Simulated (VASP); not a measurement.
# Ta (P6_3/mmc) in VASP: a series of runs

Runs on Ta. Level: PBEsol. Tasks: relaxation of cell and atoms.

Program: VASP 6.6.1. These are calculated values, not measurements. Logs are shortened: lines on timing, memory, paths and dates and some standing lists are left out, and cuts for length are marked.

### Step 1. The cell of the first run

Symmetry: P6_3/mmc, No. 194, hexagonal system. Conventional cell: a = 2.900 Å, b = 2.900 Å, c = 5.166 Å, α = 90.00°, β = 90.00°, γ = 120.00°. Ta (site symmetry -6m2) has 12 Ta at 2.90 to 3.08 Å within 3.8 Å.

This isn't the form of Ta at room conditions, which is bcc.

### Step 2. Relaxation of cell and atoms, PBEsol, target pressure 2 GPa, at which the enthalpy is minimised

File INCAR:

```
SYSTEM = Ta
PREC = Accurate
ENCUT = 600
EDIFF = 1E-7
ISMEAR = -1
SIGMA = 0.05
LREAL = .False.
LASPH = .True.
NELM = 60
ALGO = Normal
ISIF = 3
LWAVE = .False.
LCHARG = .False.
GGA = PS
IBRION = 2
NSW = 60
EDIFFG = -0.01
PSTRESS = 20.0
```

File KPOINTS:

```
Automatic mesh
0
Gamma
  11 11 5
  0 0 0
```

File POSCAR:

```
Ta
1.0
    2.9003720726      0.0000000000      0.0000000000
   -1.4501860363      2.5117958953      0.0000000000
    0.0000000000      0.0000000000      5.1662740000
Ta
2
Direct
    0.3333333333      0.6666666667      0.2500000000
    0.6666666667      0.3333333333      0.7500000000
```

Potentials or basis: VASP PAW PBE potentials, release 64 (Ta_pv).

Command:

```
cat potpaw_PBE.64/Ta_pv/POTCAR > POTCAR
mpirun -np 1 vasp_std > vasp.out
```

OUTCAR:

```text
SYSTEM = Ta
   PREC = Accurate
   ENCUT = 600
   EDIFF = 1E-7
   ISMEAR = -1
   LREAL = .False.
   LASPH = .True.
   NELM = 60
   ISIF = 3
   GGA = PS
   IBRION = 2
   NSW = 60
   EDIFFG = -0.01
   PSTRESS = 20.0

 ion  position               nearest neighbor table
   1  0.333  0.667  0.250-   2 3.08   2 3.08   2 3.08   2 3.08   2 3.08   2 3.08
   2  0.667  0.333  0.750-   1 3.08   1 3.08   1 3.08   1 3.08   1 3.08   1 3.08

  LATTYP: Found a hexagonal cell.
 ALAT       =     2.9003720726
 C/A-ratio  =     1.7812452577

  Lattice vectors:

 A1 = (   2.9003720726,   0.0000000000,   0.0000000000)
 A2 = (  -1.4501860363,   2.5117958953,   0.0000000000)
 A3 = (   0.0000000000,   0.0000000000,   5.1662740000)

Analysis of symmetry for initial positions (statically):
=====================================================================
 Subroutine PRICEL returns:
 Original cell was already a primitive cell.

 Routine SETGRP: Setting up the symmetry group for a
 hexagonal supercell.

 Subroutine GETGRP returns: Found 24 space group operations
 (whereof 12 operations were pure point group operations)
 out of a pool of 24 trial point group operations.

The static configuration has the point symmetry D_3d.
 The point group associated with its full space group is D_6h.

Analysis of symmetry for dynamics (positions and initial velocities):
=====================================================================
 Subroutine PRICEL returns:
 Original cell was already a primitive cell.

 Routine SETGRP: Setting up the symmetry group for a
 hexagonal supercell.

 Subroutine GETGRP returns: Found 24 space group operations
 (whereof 12 operations were pure point group operations)
 out of a pool of 24 trial point group operations.

The dynamic configuration has the point symmetry D_3d.
 The point group associated with its full space group is D_6h.

 Subroutine INISYM returns: Found 24 space group operations
 (whereof 12 operations are pure point group operations),
 and found     1 'primitive' translations

----------------------------------------------------------------------------------------

                                     Primitive cell

  volume of cell :      37.6370

  direct lattice vectors                    reciprocal lattice vectors
     2.900372073  0.000000000  0.000000000     0.344783350  0.199060760  0.000000000
    -1.450186036  2.511795895  0.000000000     0.000000000  0.398121520  0.000000000
     0.000000000  0.000000000  5.166274000     0.000000000  0.000000000  0.193563098

  length of vectors
     2.900372073  2.900372073  5.166274000     0.398121520  0.398121520  0.193563098

  position of ions in fractional coordinates (direct lattice)
     0.333333333  0.666666667  0.250000000
     0.666666667  0.333333333  0.750000000

  ion indices of the primitive-cell ions
   primitive index   ion index
                 1           1
                 2           2

----------------------------------------------------------------------------------------

 KPOINTS: Automatic mesh

Automatic generation of k-mesh.
 Grid dimensions read from file:
 generate k-points for:   11   11    5

 Generating k-lattice:

  Cartesian coordinates                     Fractional coordinates (reciprocal lattice)
     0.031343941  0.018096433  0.000000000     0.090909091 -0.000000000  0.000000000
     0.000000000  0.036192865  0.000000000     0.000000000  0.090909091  0.000000000
     0.000000000  0.000000000  0.038712620     0.000000000  0.000000000  0.200000000

  Length of vectors
     0.036192865  0.036192865  0.038712620

  Shift w.r.t. Gamma in fractional coordinates (k-lattice)
     0.000000000  0.000000000  0.000000000

 Subroutine IBZKPT returns following result:
 ===========================================

 Found     48 irreducible k-points:

 Following reciprocal coordinates:
            Coordinates               Weight
  0.000000  0.000000  0.000000      1.000000
  0.090909  0.000000  0.000000      6.000000
  0.181818  0.000000  0.000000      6.000000
  0.272727  0.000000  0.000000      6.000000
  0.363636 -0.000000  0.000000      6.000000
  0.454545  0.000000  0.000000      6.000000
[... 16 lines left out ...]
  0.090909  0.090909  0.200000     12.000000
  0.181818  0.090909  0.200000     24.000000
 [... further k-points ...]
   k-points           NKPTS =     48   k-points in BZ     NKDIM =     48   number of bands    NBANDS=     15
   number of dos      NEDOS =    301   number of ions     NIONS =      2
   total plane-waves  NPLWV =  24192
   dimension x,y,z NGX =    24 NGY =   24 NGZ =   42
   dimension x,y,z NGXF=    48 NGYF=   48 NGZF=   84
   ions per type =               2
   NGX,Y,Z   is equivalent  to a cutoff of  13.76, 13.76, 13.52 a.u.
   NGXF,Y,Z  is equivalent  to a cutoff of  27.51, 27.51, 27.03 a.u.
 SYSTEM =  Ta
   PREC   = accura    normal or accurate (medium, high low for compatibility)
   ISTART =      0    job   : 0-new  1-cont  2-samecut
[... 13 lines left out ...]
   ISIF   =      3    stress and relaxation
   ISYM   =      2    0-nonsym 1-usesym 2-fastsym
   POTIM  = 0.5000    time-step for ionic-motion
   TEBEG  =    0.0;   TEEND  =   0.0 temperature during run
   PSTRESS=   20.0 pullay stress
   NELECT =      22.0000    total number of electrons
   NUPDOWN=      -1.0000    fix difference up-down
   EMIN   =  10.00;   EMAX   =-10.00  energy-range for DOS
   EFERMI =   0.00;   METHOD = LEGACY
   ISMEAR =    -1;   SIGMA  =   0.05  broadening in eV -4-tet -1-fermi 0-gaus
   EFERMI_NEDOS =   21; number of points for ismear=-14 and -15
   IALGO  =     38    algorithm
   IMIX   =      4    mixing-type and parameters
     AMIX     =   0.40;   BMIX     =  1.00
     AMIX_MAG =   1.60;   BMIX_MAG =  1.00
  volume/ion in A,a.u.               =      18.82       126.99
  Fermi-wavevector in a.u.,A,eV,Ry     =   1.368812  2.586680 25.492516  1.873647
  Thomas-Fermi vector in A             =   2.494743
   LORBIT       =      0    0 simple, 1 ext, 2 COOP (PROOUT), +10 PAW based schemes
   GGA     = PS    functional components
   LHFCALC =     F    Hartree Fock is set to
   AEXX    =    0.0000 exact exchange contribution
   IVDW    =     0    specifies the selected vdW correction
   LEPSILON=     F    determine dielectric tensor
   LRPA    =     F    only Hartree local field effects (RPA)
 conjugate gradient relaxation of ions
 non-spin polarized calculation
  energy-cutoff  :      600.00
  volume of cell :       37.64
 maximum number of plane-waves:      1275
 NGX is ok and might be reduce to    24
   NGX = 11   NGY = 11   NGZ = 21

--------------------------------------- Ionic step        1  -------------------------------------------

 number of electron      22.0000002 magnetization

 Free energy of the ion-electron system (eV)
  ---------------------------------------------------
  ext. energy  EPLUGINS =         0.00000000
  ---------------------------------------------------
  free energy    TOTEN  =       -24.50311088 eV

  energy without entropy =      -24.48422376  energy(sigma->0) =      -24.49366732

------------------------ aborting loop because EDIFF is reached ----------------------------------------

  FORCE on cell =-STRESS in cart. coord.  units (eV):
  Direction    XX          YY          ZZ          XY          YZ          ZX
  --------------------------------------------------------------------------------------
  -------------------------------------------------------------------------------------
  Total       -1.8447946     -1.8447946     -1.3955868      0.0000000      0.0000000     -0.0000000
  in kB      -78.5313577    -78.5313577    -59.4089587      0.0000000      0.0000000     -0.0000000
  external PRESSURE =     -92.1572247 kB  Pullay stress =      20.0000000 kB
[... 99 lines left out ...]
  enthalpy is  TOTEN    =       -24.0857699481 eV   P V=        0.4490476297

--------------------------------------- Ionic step        4  -------------------------------------------

 number of electron      21.9999999 magnetization

 Free energy of the ion-electron system (eV)
  ---------------------------------------------------
  ext. energy  EPLUGINS =         0.00000000
  ---------------------------------------------------
  free energy    TOTEN  =       -24.53409118 eV

  energy without entropy =      -24.51773532  energy(sigma->0) =      -24.52591325

 E-fermi :   5.8005     XC(G=0): -12.7318

 val. band max:        5.7827695819   @ k =   0.0000   0.0000   0.0000
 cond. band min:       5.8060228104   @ k =   0.1818   0.1818   0.0000
 fundamental gap:      0.0232532285
 Fermi energy:         5.8004870000

 k-point     1 :       0.0000    0.0000    0.0000
  band No.  band energies     occupation
      1     -28.7175      2.00000
      2     -27.7669      2.00000
      3     -27.6315      2.00000
      4     -27.6315      2.00000
      5     -27.5377      2.00000
      6     -27.5377      2.00000
      7      -2.5878      2.00000
      8       0.7036      2.00000
      9       5.1156      2.00000
     10       5.7828      1.17534
     11       6.3734      0.00002
     12       6.3734      0.00002
     13       6.9672      0.00000
     14       6.9672      0.00000
     15       8.9088      0.00000
[... 397 lines left out ...]
 k-point    24 :       0.1818    0.0909    0.2000
  band No.  band energies     occupation
      1     -28.4846      2.00000
      2     -28.1733      2.00000
      3     -28.1289      2.00000
      4     -27.8470      2.00000
      5     -27.7727      2.00000
      6     -27.6917      2.00000
      7      -0.2555      2.00000
      8       2.4558      2.00000
      9       3.6044      2.00000
     10       4.5894      2.00000
     11       5.2917      1.99992
     12       5.9860      0.04780
     13       7.6145      0.00000
     14       7.8283      0.00000
     15       8.9478      0.00000

 [... further k-points ...]

------------------------ aborting loop because EDIFF is reached ----------------------------------------

  FORCE on cell =-STRESS in cart. coord.  units (eV):
  Direction    XX          YY          ZZ          XY          YZ          ZX
  --------------------------------------------------------------------------------------
  -------------------------------------------------------------------------------------
  Total        0.4328737      0.4328737      0.4495035      0.0000000      0.0000000     -0.0000000
  in kB       19.3155164     19.3155164     20.0575646      0.0000000      0.0000000     -0.0000000
  external PRESSURE =      -0.4371342 kB  Pullay stress =      20.0000000 kB
[... 17 lines left out ...]
  FREE ENERGIE OF THE ION-ELECTRON SYSTEM (eV)
  ---------------------------------------------------
  free  energy   TOTEN  =       -24.5340911751 eV

  energy  without entropy=      -24.5177353219  energy(sigma->0) =      -24.52591325

  enthalpy is  TOTEN    =       -24.0858777242 eV   P V=        0.4482134509

 reached required accuracy - stopping structural energy minimisation
```

Run time: 87 s. Hardware: 1 thread of AMD EPYC 7R13, shared host; peak memory 0.16 GiB.

Results:

* Free energy: -24.5341 eV
* Relaxed volume: 17.95 Å³/atom
* Relaxed cell: a = 2.852 Å, b = 2.852 Å, c = 5.097 Å, α = 90.00°, β = 90.00°, γ = 120.00°
* Space group after relaxing (to 0.1 Å): P6_3/mmc (No. 194)
* Energy change on relaxing (the run minimises the enthalpy): -15.5 meV/atom
* Ionic steps: 4
* Pressure after relaxing: 2.0 GPa
* Band gap on the k mesh: zero (bands 11 and 12 overlap by 1.63 eV)

Step by step:
```tsv
step	energy change (eV)	largest force (eV/Å)	pressure (GPa)	volume (Å³)
1	0.0000	0.0000	-7.22	37.64
2	0.3546	0.0000	32.46	32.04
3	-0.0317	0.0000	1.55	35.97
4	-0.0310	0.0000	1.96	35.91
```

Final structure:
```
Ta
1.0
     2.85208    0.00000    0.00000
    -1.42604    2.46998    0.00000
     0.00000    0.00000    5.09695
Ta
2
Direct
  0.33333 0.66667 0.25000
  0.66667 0.33333 0.75000
```

Caveat: the cell is relaxed towards a set pressure, so the run minimises the enthalpy, not the energy; the PAW data sets were made with another functional, which shifts forces and pressure a little; spin-orbit coupling is left out, which moves the levels of the heavy elements.

### Step 3. Relaxation of cell and atoms, PBEsol, target pressure 5 GPa, at which the enthalpy is minimised

File INCAR:

```
PREC = Accurate ; ENCUT = 600
EDIFF = 1E-7 ; ISMEAR = -1
SIGMA = 0.05 ; LREAL = False
LASPH = True ; NELM = 80
ALGO = Normal ; ISIF = 3
LWAVE = False ; LCHARG = False
GGA = PS ; IBRION = 2
NSW = 60 ; EDIFFG = -0.01
PSTRESS = 50.0
```

File KPOINTS:

```
Automatic mesh
0
Gamma
  11 11 5
```

POSCAR is that of step 2.

Potentials or basis: VASP PAW PBE potentials, release 64 (Ta_pv).

Command:

```
cat potpaw_PBE.64/Ta_pv/POTCAR > POTCAR
mpirun -np 1 vasp_std > vasp.out
```

Wall time 2.7 min (1 thread of AMD EPYC 7R13, shared host); peak memory 0.16 GiB.

The run converged. Its results:

```
Free energy                                                : -24.5230 eV
Relaxed volume                                             : 17.70 Å³/atom
Relaxed cell                                               : a = 2.840 Å, b = 2.840 Å, c = 5.068 Å, α = 90.00°, β = 90.00°, γ = 120.00°
Space group after relaxing (to 0.1 Å)                      : P6_3/mmc (No. 194)
Energy change on relaxing (the run minimises the enthalpy) : -10.0 meV/atom
Ionic steps                                                : 8
Pressure after relaxing                                    : 5.0 GPa
Band gap on the k mesh                                     : zero (bands 11 and 12 overlap by 1.68 eV)
```

Step by step:
```tsv
step	energy change (eV)	largest force (eV/Å)	pressure (GPa)	volume (Å³)
1	0.0000	0.0000	-7.22	37.64
2	0.7939	0.0000	51.20	30.35
3	-0.0246	0.0000	4.02	35.56
4	-0.0210	0.0000	4.85	35.43
5	-0.0196	0.0000	5.13	35.39
6	-0.0215	0.0000	4.70	35.45
7	-0.0205	0.0000	4.93	35.42
8	-0.0199	0.0000	5.04	35.40
```

Final structure:
```xyz
2
Lattice="2.8399 0.0000 0.0000 -1.4200 2.4594 0.0000 0.0000 0.0000 5.0677" Properties=species:S:1:pos:R:3 pbc="T T T"
Ta    0.0000    1.6396    1.2669
Ta    1.4200    0.8198    3.8008
```

Levels at points of the mesh, in eV from the Fermi level:
```
           k point  band 8  band 9  band 10  band 11  band 12  band 13  band 14  band 15
(0.00, 0.00, 0.00)   -5.14   -0.69     0.04     0.57     0.57     1.18     1.18     3.14
```

Caveat: the cell is relaxed towards a set pressure, so the run minimises the enthalpy, not the energy; the PAW data sets were made with another functional, which shifts forces and pressure a little; spin-orbit coupling is left out, which moves the levels of the heavy elements.

### Step 4. Relaxation of cell and atoms, PBEsol, target pressure 10 GPa, at which the enthalpy is minimised

File INCAR:

```
SYSTEM = Ta
PREC = Accurate
ENCUT = 600
EDIFF = 1E-6
ISMEAR = -1
SIGMA = 0.05
LREAL = .False.
LASPH = .True.
NELM = 60
ALGO = Normal
ISIF = 3
LWAVE = .False.
LCHARG = .False.
GGA = PS
IBRION = 2
NSW = 60
EDIFFG = -0.01
PSTRESS = 100.0
```

File KPOINTS:

```
regular mesh
0
Gamma
  11 11 5
  0 0 0
```

POSCAR is that of step 3.

Command:

```
cat potpaw_PBE.64/Ta_pv/POTCAR > POTCAR
mpirun -np 1 vasp_std > vasp.out
```

It took 2.2 min on 1 thread of AMD EPYC 7R13, shared host; peak memory 0.16 GiB.

Results (log left out):

- Free energy: -24.4879 eV
- Relaxed volume: 17.32 Å³/atom
- Relaxed cell: a = 2.821 Å, b = 2.821 Å, c = 5.026 Å, α = 90.00°, β = 90.00°, γ = 120.00°
- Space group after relaxing (to 0.1 Å): P6_3/mmc (No. 194)
- Energy change on relaxing (the run minimises the enthalpy): +7.6 meV/atom
- Ionic steps: 7
- Pressure after relaxing: 10.0 GPa
- Band gap on the k mesh: zero (bands 11 and 12 overlap by 1.76 eV)

Step by step:
| step | energy change (eV) | largest force (eV/Å) | pressure (GPa) | volume (Å³) |
| --- | --- | --- | --- | --- |
| 1 | 0.0000 | 0.0000 | -7.25 | 37.64 |
| 2 | 1.9730 | 0.0000 | 90.95 | 27.64 |
| 3 | -0.0025 | 0.0000 | 7.88 | 34.96 |
| 4 | 0.0112 | 0.0000 | 9.65 | 34.71 |
| 5 | 0.0147 | 0.0000 | 10.03 | 34.66 |
| 6 | 0.0155 | 0.0000 | 10.04 | 34.64 |
| 7 | 0.0152 | 0.0000 | 10.03 | 34.65 |

Final structure:
```cif
data_structure
_symmetry_space_group_name_H-M 'P 1'
_symmetry_Int_Tables_number 1
_cell_length_a 2.8213
_cell_length_b 2.8213
_cell_length_c 5.0258
_cell_angle_alpha 90.000
_cell_angle_beta 90.000
_cell_angle_gamma 120.000
_cell_volume 34.65
loop_
_atom_site_label
_atom_site_type_symbol
_atom_site_fract_x
_atom_site_fract_y
_atom_site_fract_z
_atom_site_occupancy
Ta1 Ta 0.33333 0.66667 0.25000 1
Ta2 Ta 0.66667 0.33333 0.75000 1
```

Levels at points of the mesh, in eV from the Fermi level:
| k point | band 7 | band 8 | band 9 | band 10 | band 11 | band 12 | band 13 | band 14 | band 15 |
| --- | --- | --- | --- | --- | --- | --- | --- | --- | --- |
| (0.00, 0.00, 0.00) | -8.53 | -5.22 | -0.71 | 0.13 | 0.56 | 0.56 | 1.19 | 1.19 | 3.19 |

Caveat: the cell is relaxed towards a set pressure, so the run minimises the enthalpy, not the energy; the PAW data sets were made with another functional, which shifts forces and pressure a little; spin-orbit coupling is left out, which moves the levels of the heavy elements.

### Step 5. Relaxation of cell and atoms, PBEsol, target pressure 20 GPa, at which the enthalpy is minimised

File INCAR:

```
SYSTEM = Ta
ALGO = Normal
EDIFF = 1E-6
EDIFFG = -0.01
ENCUT = 600
GGA = PS
IBRION = 2
ISIF = 3
ISMEAR = -1
LASPH = .TRUE.
LCHARG = .FALSE.
LREAL = .FALSE.
LWAVE = .FALSE.
NELM = 80
NSW = 60
PREC = Accurate
PSTRESS = 200.0
SIGMA = 0.05
```

File KPOINTS:

```
k-points
0
G
  11 11 5
  0 0 0
```

POSCAR is that of step 4.

Command:

```
cat potpaw_PBE.64/Ta_pv/POTCAR > POTCAR
mpirun -np 1 vasp_std > vasp.out
```

Run time: 2.8 min. Hardware: 1 thread of AMD EPYC 7R13, shared host; peak memory 0.16 GiB.

Results (log left out):

```yaml
Free_energy: -24.3679 eV
Relaxed_volume: 16.68 Å³/atom
Relaxed_cell: a = 2.789 Å, b = 2.789 Å, c = 4.952 Å, α = 90.00°, β = 90.00°, γ = 120.00°
Space_group_after_relaxing_to_0.1_Å: P6_3/mmc (No. 194)
Energy_change_on_relaxing_the_run_minimises_the_enthalpy: +67.6 meV/atom
Ionic_steps: 10
Pressure_after_relaxing: 20.0 GPa
Band_gap_on_the_k_mesh: zero (bands 11 and 12 overlap by 1.90 eV)
```

The path:
```csv
step,energy change (eV),largest force (eV/Å),pressure (GPa),volume (Å³)
1,0.0000,0.0000,-7.25,37.64
2,6.5007,0.0000,223.56,22.75
3,0.0681,0.0000,15.08,33.97
4,0.1143,0.0000,18.68,33.53
5,0.1326,0.0000,19.91,33.38
6,0.1430,0.0000,20.59,33.30
7,0.1117,0.0000,18.28,33.55
8,0.1276,0.0000,19.51,33.41
9,0.1444,0.0000,20.56,33.28
10,0.1352,0.0000,19.97,33.35
```

Final structure:
```
Ta
1.0
     2.78886    0.00000    0.00000
    -1.39443    2.41522    0.00000
     0.00000    0.00000    4.95152
Ta
2
Cartesian
  0.0000 1.6101 1.2379
  1.3944 0.8051 3.7136
```

Levels at points of the mesh, in eV from the Fermi level:
| k point | band 7 | band 8 | band 9 | band 10 | band 11 | band 12 | band 13 | band 14 | band 15 |
| --- | --- | --- | --- | --- | --- | --- | --- | --- | --- |
| (0.00, 0.00, 0.00) | -8.67 | -5.34 | -0.73 | 0.31 | 0.54 | 0.54 | 1.22 | 1.22 | 3.28 |

Caveat: the cell is relaxed towards a set pressure, so the run minimises the enthalpy, not the energy; the PAW data sets were made with another functional, which shifts forces and pressure a little; spin-orbit coupling is left out, which moves the levels of the heavy elements.

### Step 6. Summary

| cell | gap on the mesh (eV) | pressure (GPa) |
| --- | --- | --- |
| relaxed to 2 GPa | none | 2.0 |
| relaxed to 5 GPa | none | 5.0 |
| relaxed to 10 GPa | none | 10.0 |
| relaxed to 20 GPa | none | 20.0 |

Alike in all rows: task relaxation of cell and atoms; level PBEsol; potentials or basis VASP PAW PBE potentials, release 64 (Ta_pv); no spin polarisation; k mesh 11 × 11 × 5; cutoff (eV) 600; smearing fermi-dirac 0.05 eV.

Caveats: the cell is relaxed towards a set pressure, so the run minimises the enthalpy, not the energy; the PAW data sets were made with another functional, which shifts forces and pressure a little; spin-orbit coupling is left out, which moves the levels of the heavy elements.

Total energies depend on the potentials used, so only differences within one code and one set of settings carry meaning.
